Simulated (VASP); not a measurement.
The system is Cd.

```xyz
2
Lattice="2.9789 0.0000 0.0000 -1.4894 2.5798 0.0000 0.0000 0.0000 5.6177" Properties=species:S:1:pos:R:3 pbc="T T T"
Cd    0.0000    1.7199    1.4044
Cd    1.4894    0.8599    4.2132
```

```yaml
Program: VASP 6.6.1
Task: relaxation of cell and atoms
Functional: PBE
Potentials_or_basis: VASP PAW PBE potentials, release 64 (Cd)
Cutoff: 600 eV
k_mesh: 9 × 9 × 4
Occupations: gaussian, width 0.1 eV
Spin: no spin polarisation
```

At the start: pressure 3.6 GPa; volume 21.59 Å³/atom.

Problem. How do energy, volume and symmetry change on relaxing?

Solution. Over 14 steps the energy falls by 30.5 meV/atom and the volume is 23.60 Å³/atom (+9.3 %); space group P6_3/mmc (No. 194, to 0.05 Å).

Step by step:
```tsv
step	energy change (eV)	largest force (eV/Å)	pressure (GPa)	volume (Å³)
1	0.0000	0.0000	3.60	43.17
2	-0.0360	0.0000	0.26	46.28
3	-0.0363	0.0000	-0.07	46.62
4	-0.0363	0.0000	-0.01	46.55
5	-0.0377	0.0000	0.00	46.58
6	-0.0463	0.0000	-0.22	46.68
7	-0.0604	0.0000	0.11	46.83
8	-0.0607	0.0000	0.06	46.85
9	-0.0608	0.0000	0.11	46.86
10	-0.0607	0.0000	0.31	46.88
11	-0.0608	0.0000	0.35	46.87
12	-0.0608	0.0000	0.21	46.87
13	-0.0606	0.0000	-0.35	47.61
14	-0.0611	0.0000	-0.02	47.20
```

Final structure:
```yaml
crystal:
  lattice:
    - [2.97443, 0.00000, 0.00000]
    - [-1.48721, 2.57593, 0.00000]
    - [0.00000, 0.00000, 6.16036]
  atoms:
    - { symbol: Cd, position: [0.33333, 0.66667, 0.25000] }
    - { symbol: Cd, position: [0.66667, 0.33333, 0.75000] }
```
